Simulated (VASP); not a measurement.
# ZnS (R3m) in VASP: notebook

The runs below take ZnS through single point, with PBE, r2SCAN.

All numbers are computed with VASP 6.6.1; they aren't measurements. Logs are shortened: lines on timing, memory, paths and dates and some standing lists are left out, and cuts for length are marked.

## (1) The cell of the first run

Symmetry: R3m, No. 160, trigonal system. The conventional cell has a = 3.810 Å, b = 3.810 Å, c = 9.831 Å, α = 90.00°, β = 90.00°, γ = 120.00°. Within 3.1 Å of Zn (site symmetry 3m) lie 4 S at 2.36 to 2.42 Å. S (site symmetry 3m) has 4 Zn at 2.36 to 2.42 Å within 3.1 Å.

## (2) Single point, PBE (strain along [111] +5.3%)

INCAR

```
PREC = Accurate ; ENCUT = 520
EDIFF = 1E-6 ; ISMEAR = -1
SIGMA = 0.02 ; LREAL = F
LASPH = T ; NELM = 100
ALGO = Normal ; ISIF = 2
LWAVE = F ; LCHARG = F
GGA = PE ; NBANDS = 16
```

KPOINTS

```
Automatic mesh
0
Gamma
  8 8 8
```

POSCAR

```
ZnS
1.0
    0.0959094557      2.7899952900      2.7899952900
    2.7899952900      0.0959094557      2.7899952900
    2.7899952900      2.7899952900      0.0959094557
Zn S
1 1
Direct
    0.0021574035      0.0021574035      0.0021574035
    0.2478425965      0.2478425965      0.2478425965
```

Potentials or basis: VASP PAW PBE potentials, release 64 (Zn, S).

Command:

```
cat potpaw_PBE.64/Zn/POTCAR potpaw_PBE.64/S/POTCAR > POTCAR
mpirun -np 1 vasp_std > vasp.out
```

OUTCAR:

```text
PREC = Accurate
   ENCUT = 520
   EDIFF = 1E-6
   ISMEAR = -1
   LREAL = F
   LASPH = T
   NELM = 100
   ISIF = 2
   GGA = PE

 ion  position               nearest neighbor table
   1  0.002  0.002  0.002-   2 2.36   2 2.36   2 2.36   2 2.42
   2  0.248  0.248  0.248-   1 2.36   1 2.36   1 2.36   1 2.42

  LATTYP: Found a trigonal (rhomboedric) cell.
 ALAT       =     3.9468146726
 COS(alpha) =     0.5340606510

  Lattice vectors:

 A1 = (   0.0959094557,   2.7899952900,   2.7899952900)
 A2 = (   2.7899952900,   0.0959094557,   2.7899952900)
 A3 = (   2.7899952900,   2.7899952900,   0.0959094557)

Analysis of symmetry for initial positions (statically):
=====================================================================
 Subroutine PRICEL returns:
 Original cell was already a primitive cell.

 Routine SETGRP: Setting up the symmetry group for a
 trigonal (rhombohedral) supercell.

 Subroutine GETGRP returns: Found  6 space group operations
 (whereof  6 operations were pure point group operations)
 out of a pool of 12 trial point group operations.

The static configuration has the point symmetry C_3v.

Analysis of symmetry for dynamics (positions and initial velocities):
=====================================================================
 Subroutine PRICEL returns:
 Original cell was already a primitive cell.

 Routine SETGRP: Setting up the symmetry group for a
 trigonal (rhombohedral) supercell.

 Subroutine GETGRP returns: Found  6 space group operations
 (whereof  6 operations were pure point group operations)
 out of a pool of 12 trial point group operations.

The dynamic configuration has the point symmetry C_3v.

 Subroutine INISYM returns: Found  6 space group operations
 (whereof  6 operations are pure point group operations),
 and found     1 'primitive' translations

----------------------------------------------------------------------------------------

                                     Primitive cell

  volume of cell :      41.1962

  direct lattice vectors                    reciprocal lattice vectors
     0.095909456  2.789995290  2.789995290    -0.188727778  0.182455645  0.182455645
     2.789995290  0.095909456  2.789995290     0.182455645 -0.188727778  0.182455645
     2.789995290  2.789995290  0.095909456     0.182455645  0.182455645 -0.188727778

  length of vectors
     3.946814673  3.946814673  3.946814673     0.319684686  0.319684686  0.319684686

  position of ions in fractional coordinates (direct lattice)
     0.002157404  0.002157404  0.002157404
     0.247842597  0.247842597  0.247842597

  ion indices of the primitive-cell ions
   primitive index   ion index
                 1           1
                 2           2

----------------------------------------------------------------------------------------

 KPOINTS: Automatic mesh

Automatic generation of k-mesh.
 Grid dimensions read from file:
 generate k-points for:    8    8    8

 Generating k-lattice:

  Cartesian coordinates                     Fractional coordinates (reciprocal lattice)
    -0.023590972  0.022806956  0.022806956     0.125000000  0.000000000  0.000000000
     0.022806956 -0.023590972  0.022806956     0.000000000  0.125000000  0.000000000
     0.022806956  0.022806956 -0.023590972     0.000000000  0.000000000  0.125000000

  Length of vectors
     0.039960586  0.039960586  0.039960586

  Shift w.r.t. Gamma in fractional coordinates (k-lattice)
     0.000000000  0.000000000  0.000000000

 Subroutine IBZKPT returns following result:
 ===========================================

 Found     65 irreducible k-points:

 Following reciprocal coordinates:
            Coordinates               Weight
  0.000000  0.000000  0.000000      1.000000
  0.125000  0.000000  0.000000      6.000000
  0.250000  0.000000  0.000000      6.000000
  0.375000  0.000000  0.000000      6.000000
  0.500000  0.000000  0.000000      3.000000
  0.125000  0.125000  0.000000      6.000000
[... 16 lines left out ...]
  0.250000  0.125000  0.125000      6.000000
  0.375000  0.125000  0.125000      6.000000
 [... further k-points ...]
   k-points           NKPTS =     65   k-points in BZ     NKDIM =     65   number of bands    NBANDS=     16
   number of dos      NEDOS =    301   number of ions     NIONS =      2
   total plane-waves  NPLWV =  27000
   dimension x,y,z NGX =    30 NGY =   30 NGZ =   30
   dimension x,y,z NGXF=    60 NGYF=   60 NGZF=   60
   ions per type =               1   1
   NGX,Y,Z   is equivalent  to a cutoff of  12.64, 12.64, 12.64 a.u.
   NGXF,Y,Z  is equivalent  to a cutoff of  25.27, 25.27, 25.27 a.u.
 SYSTEM =  unknown system
   PREC   = accura    normal or accurate (medium, high low for compatibility)
   ISTART =      0    job   : 0-new  1-cont  2-samecut
   ICHARG =      2    charge: 1-file 2-atom 10-const
   ISPIN  =      1    spin polarized calculation?
   LNONCOLLINEAR =      F non collinear calculations
   LSORBIT =      F    spin-orbit coupling
   LASPH  =      T    aspherical Exc in radial PAW
   ENCUT  =  520.0 eV  38.22 Ry    6.18 a.u.   7.34  7.34  7.34*2*pi/ulx,y,z
   NELM   =    100;   NELMIN=  2; NELMDL= -5     # of ELM steps
   EDIFF  = 0.1E-05   stopping-criterion for ELM
   LREAL  =      F    real-space projection
   EDIFFG = 0.1E-04   stopping-criterion for IOM
   NSW    =      0    number of steps for IOM
   IBRION =     -1    ionic relax: 0-MD 1-quasi-New 2-CG
   NFREE  =      0    steps in history (QN), initial steepest desc. (CG)
   ISIF   =      2    stress and relaxation
   ISYM   =      2    0-nonsym 1-usesym 2-fastsym
   POTIM  = 0.5000    time-step for ionic-motion
   TEBEG  =    0.0;   TEEND  =   0.0 temperature during run
   PSTRESS=    0.0 pullay stress
   NELECT =      18.0000    total number of electrons
   NUPDOWN=      -1.0000    fix difference up-down
   EMIN   =  10.00;   EMAX   =-10.00  energy-range for DOS
   EFERMI =   0.00;   METHOD = LEGACY
   ISMEAR =    -1;   SIGMA  =   0.02  broadening in eV -4-tet -1-fermi 0-gaus
   EFERMI_NEDOS =   21; number of points for ismear=-14 and -15
   IALGO  =     38    algorithm
   IMIX   =      4    mixing-type and parameters
     AMIX     =   0.40;   BMIX     =  1.00
     AMIX_MAG =   1.60;   BMIX_MAG =  1.00
  volume/ion in A,a.u.               =      20.60       139.00
  Fermi-wavevector in a.u.,A,eV,Ry     =   1.242262  2.347534 20.996707  1.543214
  Thomas-Fermi vector in A             =   2.376624
   LORBIT       =      0    0 simple, 1 ext, 2 COOP (PROOUT), +10 PAW based schemes
   GGA     = PE    functional components
   LHFCALC =     F    Hartree Fock is set to
   AEXX    =    0.0000 exact exchange contribution
   IVDW    =     0    specifies the selected vdW correction
   LEPSILON=     F    determine dielectric tensor
   LRPA    =     F    only Hartree local field effects (RPA)
 non-spin polarized calculation
  energy-cutoff  :      520.00
  volume of cell :       41.20
 maximum number of plane-waves:      1123
 NGX is ok and might be reduce to    30
   NGX = 15   NGY = 15   NGZ = 15

 number of electron      18.0000007 magnetization

 Free energy of the ion-electron system (eV)
  ---------------------------------------------------
  ext. energy  EPLUGINS =         0.00000000
  ---------------------------------------------------
  free energy    TOTEN  =        -6.82792161 eV

  energy without entropy =       -6.82792161  energy(sigma->0) =       -6.82792161

 E-fermi :   2.2585     XC(G=0):  -9.4303

 val. band max:        1.8030258950   @ k =   0.0000   0.0000   0.0000
 cond. band min:       3.5940142341   @ k =   0.0000   0.0000   0.0000
 fundamental gap:      1.7909883392
 Fermi energy:         2.2585282981

 k-point     1 :       0.0000    0.0000    0.0000
  band No.  band energies     occupation
      1     -11.1308      2.00000
      2      -4.4707      2.00000
      3      -4.4575      2.00000
      4      -4.4575      2.00000
      5      -4.0166      2.00000
      6      -4.0166      2.00000
[... 8 lines left out ...]
     15      13.4414      0.00000
     16      13.4414      0.00000

 k-point     2 :       0.1250    0.0000    0.0000
  band No.  band energies     occupation
      1     -11.0187      2.00000
      2      -4.4611      2.00000
      3      -4.4427      2.00000
      4      -4.4387      2.00000
      5      -4.0196      2.00000
      6      -4.0171      2.00000
[... 8 lines left out ...]
     15      12.9169      0.00000
     16      14.1796      0.00000

 k-point     3 :       0.2500    0.0000    0.0000
  band No.  band energies     occupation
      1     -10.7267      2.00000
      2      -4.4184      2.00000
      3      -4.3983      2.00000
      4      -4.3866      2.00000
      5      -4.0198      2.00000
      6      -4.0111      2.00000
[... 8 lines left out ...]
     15      12.8557      0.00000
     16      13.7296      0.00000

 k-point     4 :       0.3750    0.0000    0.0000
  band No.  band energies     occupation
      1     -10.3972      2.00000
      2      -4.3679      2.00000
      3      -4.3678      2.00000
      4      -4.1859      2.00000
      5      -4.0043      2.00000
      6      -3.9916      2.00000
[... 8 lines left out ...]
     15      13.5185      0.00000
     16      14.0803      0.00000

 k-point     5 :       0.5000    0.0000    0.0000
  band No.  band energies     occupation
      1     -10.2467      2.00000
      2      -4.3587      2.00000
      3      -4.3553      2.00000
      4      -4.0036      2.00000
      5      -3.9789      2.00000
      6      -3.8148      2.00000
[... 8 lines left out ...]
     15      14.4563      0.00000
     16      15.4727      0.00000

 k-point     6 :       0.1250    0.1250    0.0000
  band No.  band energies     occupation
      1     -10.9862      2.00000
      2      -4.4775      2.00000
      3      -4.4272      2.00000
      4      -4.4236      2.00000
      5      -4.0311      2.00000
      6      -4.0069      2.00000
[... 8 lines left out ...]
     15      13.6364      0.00000
     16      14.6299      0.00000

 k-point     7 :       0.2500    0.1250    0.0000
  band No.  band energies     occupation
      1     -10.7575      2.00000
      2      -4.4615      2.00000
      3      -4.3842      2.00000
      4      -4.3761      2.00000
      5      -4.0377      2.00000
      6      -3.9983      2.00000
[... 8 lines left out ...]
     15      13.5385      0.00000
     16      15.2438      0.00000

 k-point     8 :       0.3750    0.1250    0.0000
  band No.  band energies     occupation
      1     -10.4367      2.00000
      2      -4.3897      2.00000
      3      -4.3400      2.00000
      4      -4.2702      2.00000
      5      -4.0164      2.00000
      6      -3.9851      2.00000
[... 8 lines left out ...]
     15      14.1854      0.00000
     16      14.6823      0.00000

 k-point     9 :       0.5000    0.1250    0.0000
  band No.  band energies     occupation
      1     -10.2142      2.00000
      2      -4.3612      2.00000
      3      -4.3245      2.00000
      4      -4.0450      2.00000
      5      -3.9924      2.00000
      6      -3.8542      2.00000
[... 8 lines left out ...]
     15      14.5734      0.00000
     16      15.1307      0.00000
[... 172 lines left out ...]
 k-point    19 :       0.5000    0.3750    0.0000
  band No.  band energies     occupation
      1     -10.0344      2.00000
      2      -4.4256      2.00000
      3      -4.1820      2.00000
      4      -4.1647      2.00000
      5      -3.9618      2.00000
      6      -3.8350      2.00000
[... 8 lines left out ...]
     15      15.1101      0.00000
     16      16.4346      0.00000

 k-point    20 :      -0.3750    0.3750    0.0000
  band No.  band energies     occupation
      1      -9.9969      2.00000
      2      -4.3764      2.00000
      3      -4.1981      2.00000
      4      -4.1065      2.00000
      5      -3.9882      2.00000
      6      -3.6942      2.00000
[... 8 lines left out ...]
     15      14.0490      0.00000
     16      16.9856      0.00000

 k-point    21 :       0.5000    0.5000    0.0000
  band No.  band energies     occupation
      1      -9.9917      2.00000
      2      -4.4554      2.00000
      3      -4.1699      2.00000
      4      -4.1396      2.00000
      5      -3.9486      2.00000
      6      -3.8187      2.00000
[... 8 lines left out ...]
     15      15.3545      0.00000
     16      15.9546      0.00000

 k-point    22 :       0.1250    0.1250    0.1250
  band No.  band energies     occupation
      1     -11.0335      2.00000
      2      -4.4632      2.00000
      3      -4.4409      2.00000
      4      -4.4409      2.00000
      5      -4.0173      2.00000
      6      -4.0173      2.00000
[... 8 lines left out ...]
     15      12.9743      0.00000
     16      14.1212      0.00000

 k-point    23 :       0.2500    0.1250    0.1250
  band No.  band energies     occupation
      1     -10.8690      2.00000
      2      -4.4446      2.00000
      3      -4.4185      2.00000
      4      -4.4069      2.00000
      5      -4.0272      2.00000
      6      -4.0082      2.00000
[... 8 lines left out ...]
     15      12.9851      0.00000
     16      15.1506      0.00000

 k-point    24 :       0.3750    0.1250    0.1250
  band No.  band energies     occupation
      1     -10.5624      2.00000
      2      -4.3752      2.00000
      3      -4.3706      2.00000
      4      -4.3387      2.00000
      5      -4.0235      2.00000
      6      -3.9979      2.00000
[... 8 lines left out ...]
     15      13.5753      0.00000
     16      14.7000      0.00000

 [... further k-points ...]
[... 5 lines left out ...]
  --------------------------------------------------------------------------------------
  -------------------------------------------------------------------------------------
  Total       -0.3184573     -0.3184573     -0.3184573     -0.4254486     -0.4254486     -0.4254486
  in kB      -12.3852340    -12.3852340    -12.3852340    -16.5462675    -16.5462675    -16.5462675
  external PRESSURE =     -12.3852340 kB  Pullay stress =       0.0000000 kB

 VOLUME and BASIS-vectors are now :
 -----------------------------------------------------------------------------
  energy-cutoff  :      520.00
  volume of cell :       41.20
      direct lattice vectors                 reciprocal lattice vectors
     0.095909456  2.789995290  2.789995290    -0.188727778  0.182455645  0.182455645
     2.789995290  0.095909456  2.789995290     0.182455645 -0.188727778  0.182455645
     2.789995290  2.789995290  0.095909456     0.182455645  0.182455645 -0.188727778

 POSITION                                       TOTAL-FORCE (eV/Angst)
 -----------------------------------------------------------------------------------
      0.01225      0.01225      0.01225         0.014598      0.014598      0.014598
      1.40673      1.40673      1.40673        -0.014598     -0.014598     -0.014598
 -----------------------------------------------------------------------------------
    total drift:                               -0.000061     -0.000061     -0.000061

  FREE ENERGIE OF THE ION-ELECTRON SYSTEM (eV)
  ---------------------------------------------------
  free  energy   TOTEN  =        -6.8279216107 eV

  energy  without entropy=       -6.8279216107  energy(sigma->0) =       -6.82792161
```

It took 62 s on 1 thread of AMD EPYC 7R43 (Zen 3), shared host; peak memory 0.15 GiB.

Results:

| Property | Result |
| --- | --- |
| Free energy | -6.8279 eV |
| Pressure | -1.2 GPa |
| Largest force | 0.025 eV/Å |
| Band gap on the k mesh | 1.79 eV, direct |

Forces in eV/Å, atoms in the order of the input:
```
Zn   0.015  0.015  0.015
S   -0.015 -0.015 -0.015
```

Stress tensor (GPa, compression positive):
```
-1.24 -1.65 -1.65
-1.65 -1.24 -1.65
-1.65 -1.65 -1.24
```

Caveat: the cell differs from its parent crystal (strain along [111] +5.3%).

## (3) Single point, r2SCAN (strain along [111] +5.3%)

POSCAR is that of step 2.

INCAR.step1

```
SYSTEM = ZnS
ALGO     = Normal         ! electronic algorithm
EDIFF    = 1E-4           ! SCF threshold, eV
ENCUT    = 520            ! plane-wave cutoff, eV
GGA      = PE             ! functional
ISMEAR   = 0              ! smearing method
LASPH    = .TRUE.         ! aspherical terms in the spheres
LCHARG   = .FALSE.        ! write CHGCAR
LREAL    = .FALSE.        ! projectors in reciprocal space
LWAVE    = .TRUE.         ! write WAVECAR
NBANDS   = 16             ! bands
NELM     = 100            ! most SCF steps
PREC     = Accurate       ! precision mode
SIGMA    = 0.01           ! smearing width, eV
```

INCAR.step2

```
SYSTEM = ZnS
ALGO     = Normal         ! electronic algorithm
EDIFF    = 1E-7           ! SCF threshold, eV
ENCUT    = 520            ! plane-wave cutoff, eV
ISIF     = 2              ! what is computed and relaxed
ISMEAR   = 0              ! smearing method
ISTART   = 1            
LASPH    = .TRUE.         ! aspherical terms in the spheres
LCHARG   = .FALSE.        ! write CHGCAR
LMIXTAU  = .TRUE.       
LREAL    = .FALSE.        ! projectors in reciprocal space
LWAVE    = .FALSE.        ! write WAVECAR
METAGGA  = R2SCAN         ! meta-GGA
NBANDS   = 16             ! bands
NELM     = 100            ! most SCF steps
PREC     = Accurate       ! precision mode
SIGMA    = 0.01           ! smearing width, eV
```

KPOINTS

```
k-points
0
G
  8 8 8
  0 0 0
```

Potentials or basis: VASP PAW PBE potentials, release 64 (Zn, S).

Command:

```
cat potpaw_PBE.64/Zn/POTCAR potpaw_PBE.64/S/POTCAR > POTCAR
cp INCAR.step1 INCAR
mpirun -np 1 vasp_std > vasp.out
cp INCAR.step2 INCAR
mpirun -np 1 vasp_std > vasp.out
```

Run time: 4.3 min. Hardware: 1 thread of AMD EPYC 7R43 (Zen 3), shared host; peak memory 0.16 GiB.

It converged, with:

```yaml
Free_energy: -18.8192 eV
Pressure: -3.5 GPa
Largest_force: 0.011 eV/Å
Band_gap_on_the_k_mesh: 2.33 eV, direct
```

Forces on the atoms (eV/Å):
```
Zn   0.007  0.007  0.007
S   -0.007 -0.007 -0.007
```

Stress tensor (GPa, compression positive):
```
-3.53 -1.72 -1.72
-1.72 -3.53 -1.72
-1.72 -1.72 -3.53
```

Levels at points of the mesh, in eV from the valence-band top:
```csv
k point,band 6,band 7,band 8,band 9,band 10,band 11,band 12,band 13
"(0.00, 0.00, 0.00)",-5.94,-0.28,0.00,0.00,2.33,6.47,7.08,7.08
"(0.50, 0.00, 0.00)",-5.75,-5.16,-1.06,-0.88,3.49,7.13,7.36,9.15
"(0.50, 0.50, 0.00)",-5.75,-4.53,-2.37,-2.03,3.63,4.49,11.14,12.36
"(0.50, 0.50, 0.50)",-5.81,-5.26,-0.73,-0.73,4.03,7.62,7.62,8.96
```

Caveat: the cell differs from its parent crystal (strain along [111] +5.3%); the PAW data sets were made with another functional, which shifts forces and pressure a little.
